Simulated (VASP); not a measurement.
Here is a VASP 6.6.1 calculation.

The input INCAR:

```
SYSTEM = Tb4S
PREC = Accurate
ENCUT = 500
EDIFF = 1E-6
ISMEAR = 0
SIGMA = 0.1
LREAL = .FALSE.
LASPH = .TRUE.
NELM = 200
ALGO = Normal
ISIF = 2
LWAVE = .FALSE.
LCHARG = .TRUE.
GGA = PE
LELF = .TRUE.
LVHAR = .TRUE.
NBANDS = 29
GGA_COMPAT = .FALSE.
LMAXMIX = 6
```

File KPOINTS:

```
Automatic mesh
0
G
  4 4 4
  0 0 0
```

The input POSCAR:

```
Tb4S
1.0
   -3.3063986810      3.3063986810      3.3063986810
    3.3063986810     -3.3063986810      3.3063986810
    3.3063986810      3.3063986810     -3.3063986810
Tb S
4 1
Direct
    0.0000000000      0.0000000000      0.5000000000
    0.5000000000      0.0000000000      0.0000000000
    0.0000000000      0.5000000000      0.0000000000
    0.5000000000      0.5000000000      0.5000000000
    0.0000000000      0.0000000000      0.0000000000
```

Potentials or basis: VASP PAW PBE potentials, release 64 (Tb_3, S), 4f in core.

Launch:

```console
$ cat potpaw_PBE.64/Tb_3/POTCAR potpaw_PBE.64/S/POTCAR > POTCAR
$ mpirun -np 1 vasp_std > vasp.out
```

Task: What does it give for the band gap on the k mesh?

Result: Zero (bands 21 and 22 overlap by 0.91 eV).

Task: Predict the pressure.

Result: -0.1 GPa.

Caveat: spin-orbit coupling is left out, which moves the levels of the heavy elements; the 4f electrons are frozen in the core, so they carry no moment and show no levels; the run has no spin polarisation, though such a crystal can be magnetic. With open d or f shells a metallic result of PBE can be an artefact of self-interaction; +U or a hybrid may open a gap.
